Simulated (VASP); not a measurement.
# Cr (Fd-3m) in VASP: further runs, part 2 of 2

VASP 6.6.1.

## 3. Single point, PBE (volume scaled by 0.92)

Contents of INCAR:

```
  PREC = Accurate
  ENCUT = 520
  EDIFF = 1E-6
  ISMEAR = -1
  SIGMA = 0.1
  LREAL = False
  LASPH = True
  NELM = 60
  ALGO = Normal
  ISIF = 2
  LWAVE = False
  LCHARG = False
  GGA = PE
  NBANDS = 19
```

Contents of KPOINTS:

```
regular mesh
0
Gamma
  12 12 12
```

Contents of POSCAR:

```
Cr
1.0
    0.0000000000      2.4800122290      2.4800122290
    2.4800122290      0.0000000000      2.4800122290
    2.4800122290      2.4800122290      0.0000000000
Cr
2
Direct
    0.1250000000      0.1250000000      0.1250000000
    0.8750000000      0.8750000000      0.8750000000
```

Potentials or basis: VASP PAW PBE potentials, release 64 (Cr_pv).

On the command line:

```bash
> cat potpaw_PBE.64/Cr_pv/POTCAR > POTCAR
> mpirun -np 1 vasp_std > vasp.out
```

Wall time 32 s (1 thread of Intel Xeon Platinum 8259CL at 2.50GHz (Skylake/Cascade Lake), shared host); peak memory 0.18 GiB.

It converged, with:

```yaml
Free_energy: -14.7022 eV
Pressure: 10.5 GPa
Band_gap_on_the_k_mesh: zero (band 12 reaches 7.45 eV, above the bottom of band 13 at 6.86 eV)
```

Levels at points of the mesh, in eV from the Fermi level:
```tsv
k point	band 10	band 11	band 12	band 13	band 14	band 15
(0.00, 0.00, 0.00)	-1.17	-1.17	-1.17	1.13	1.13	1.13
(0.50, 0.00, 0.00)	-1.68	-1.23	-1.23	0.05	1.97	1.97
(0.50, 0.50, 0.00)	-1.13	0.06	0.06	0.75	0.75	3.25
```

Caveat: the run has no spin polarisation, though such a crystal can be magnetic. Spin polarisation is off, so any magnetic state and its effect on volume and gap are missing.

## 4. Single point, PBE (volume scaled by 0.96)

Contents of INCAR:

```
SYSTEM = Cr
  PREC = Accurate
  ENCUT = 520
  EDIFF = 1E-6
  ISMEAR = -1
  SIGMA = 0.1
  LREAL = .FALSE.
  LASPH = .TRUE.
  NELM = 60
  ALGO = Normal
  ISIF = 2
  LWAVE = .FALSE.
  LCHARG = .FALSE.
  GGA = PE
  NBANDS = 19
```

Contents of KPOINTS:

```
regular mesh
0
G
  12 12 12
  0 0 0
```

Contents of POSCAR:

```
Cr
1.0
    0.0000000000      2.5154457624      2.5154457624
    2.5154457624      0.0000000000      2.5154457624
    2.5154457624      2.5154457624      0.0000000000
Cr
2
Direct
    0.1250000000      0.1250000000      0.1250000000
    0.8750000000      0.8750000000      0.8750000000
```

Potentials or basis: VASP PAW PBE potentials, release 64 (Cr_pv).

On the command line:

```bash
> cat potpaw_PBE.64/Cr_pv/POTCAR > POTCAR
> mpirun -np 1 vasp_std > vasp.out
```

OUTCAR:

```text
SYSTEM = Cr
   PREC = Accurate
   ENCUT = 520
   EDIFF = 1E-6
   ISMEAR = -1
   LREAL = .FALSE.
   LASPH = .TRUE.
   NELM = 60
   ISIF = 2
   GGA = PE

 ion  position               nearest neighbor table
   1  0.125  0.125  0.125-   2 2.18   2 2.18   2 2.18   2 2.18
   2  0.875  0.875  0.875-   1 2.18   1 2.18   1 2.18   1 2.18

  LATTYP: Found a face centered cubic cell.
 ALAT       =     5.0308915248

  Lattice vectors:

 A1 = (   0.0000000000,   2.5154457624,   2.5154457624)
 A2 = (   2.5154457624,   0.0000000000,   2.5154457624)
 A3 = (   2.5154457624,   2.5154457624,   0.0000000000)

Analysis of symmetry for initial positions (statically):
=====================================================================
 Subroutine PRICEL returns:
 Original cell was already a primitive cell.

 Routine SETGRP: Setting up the symmetry group for a
 face centered cubic supercell.

 Subroutine GETGRP returns: Found 48 space group operations
 (whereof 12 operations were pure point group operations)
 out of a pool of 48 trial point group operations.

The static configuration has the point symmetry D_3d.
[... 153 lines left out ...]

 Free energy of the ion-electron system (eV)
  ---------------------------------------------------
  ext. energy  EPLUGINS =         0.00000000
  ---------------------------------------------------
  free energy    TOTEN  =       -14.76548949 eV

  energy without entropy =      -14.63629407  energy(sigma->0) =      -14.70089178

 E-fermi :   6.6794     XC(G=0): -11.5153

 val. band max:        6.6792506375   @ k =   0.4167   0.1667   0.0000
 cond. band min:       6.6798254901   @ k =  -0.4167   0.0833   0.0000
 fundamental gap:      0.0005748527
 Fermi energy:         6.6794002917

 k-point     1 :       0.0000    0.0000    0.0000
  band No.  band energies     occupation
      1     -36.0121      2.00000
      2     -36.0121      2.00000
      3     -36.0121      2.00000
      4     -35.1287      2.00000
      5     -35.1287      2.00000
      6     -35.1287      2.00000
[... 505 lines left out ...]
      6     -34.9434      2.00000
[... 11 lines left out ...]
     18      10.8894      0.00000
     19      15.0876      0.00000

 [... further k-points ...]
[... 5 lines left out ...]
  --------------------------------------------------------------------------------------
  -------------------------------------------------------------------------------------
  Total        0.9639940      0.9639940      0.9639940     -0.0000000      0.0000000     -0.0000000
  in kB       48.5187972     48.5187972     48.5187972     -0.0000000      0.0000000     -0.0000000
  external PRESSURE =      48.5187972 kB  Pullay stress =       0.0000000 kB

 VOLUME and BASIS-vectors are now :
 -----------------------------------------------------------------------------
  energy-cutoff  :      520.00
  volume of cell :       31.83
      direct lattice vectors                 reciprocal lattice vectors
     0.000000000  2.515445762  2.515445762    -0.198771926  0.198771926  0.198771926
     2.515445762  0.000000000  2.515445762     0.198771926 -0.198771926  0.198771926
     2.515445762  2.515445762  0.000000000     0.198771926  0.198771926 -0.198771926

 POSITION                                       TOTAL-FORCE (eV/Angst)
 -----------------------------------------------------------------------------------
      0.62886      0.62886      0.62886         0.000000     -0.000000      0.000000
      4.40203      4.40203      4.40203        -0.000000      0.000000     -0.000000
 -----------------------------------------------------------------------------------
    total drift:                                0.000000     -0.000000     -0.000000

  FREE ENERGIE OF THE ION-ELECTRON SYSTEM (eV)
  ---------------------------------------------------
  free  energy   TOTEN  =       -14.7654894914 eV

  energy  without entropy=      -14.6362940749  energy(sigma->0) =      -14.70089178
```

stdout:

```text
POSCAR found type information on POSCAR Cr
 POSCAR found :  1 types and       2 ions
 scaLAPACK will be used
 LDA part: xc-table for (Slater+PW92), standard interpolation
 POSCAR, INCAR and KPOINTS ok, starting setup
 FFT: planning ... GRIDC
 FFT: planning ... GRID_SOFT
 FFT: planning ... GRID
 WAVECAR not read
 entering main loop
```

Run time: 32 s. Hardware: 1 thread of Intel Xeon Platinum 8259CL at 2.50GHz (Skylake/Cascade Lake), shared host; peak memory 0.18 GiB.

What came out:

- Free energy: -14.7655 eV
- Pressure: 4.9 GPa
- Band gap on the k mesh: zero (band 12 reaches 6.95 eV, above the bottom of band 13 at 6.41 eV)

Caveat: the run has no spin polarisation, though such a crystal can be magnetic. Spin polarisation is off, so any magnetic state and its effect on volume and gap are missing.

## 5. Summary

| cell | gap on the mesh (eV) | pressure (GPa) |
| --- | --- | --- |
| a = 3.456 Å, angles 60.0°, 2 atoms | none | 17.4 |
| a = 3.507 Å, angles 60.0°, 2 atoms | none | 10.5 |
| a = 3.557 Å, angles 60.0°, 2 atoms | none | 4.9 |

Alike in all rows: task single point; level PBE; potentials or basis VASP PAW PBE potentials, release 64 (Cr_pv); no spin polarisation; k mesh 12 × 12 × 12; cutoff (eV) 520; smearing fermi-dirac 0.1 eV.

Caveats: the run has no spin polarisation, though such a crystal can be magnetic.

Total energies depend on the potentials used, so only differences within one code and one set of settings carry meaning.
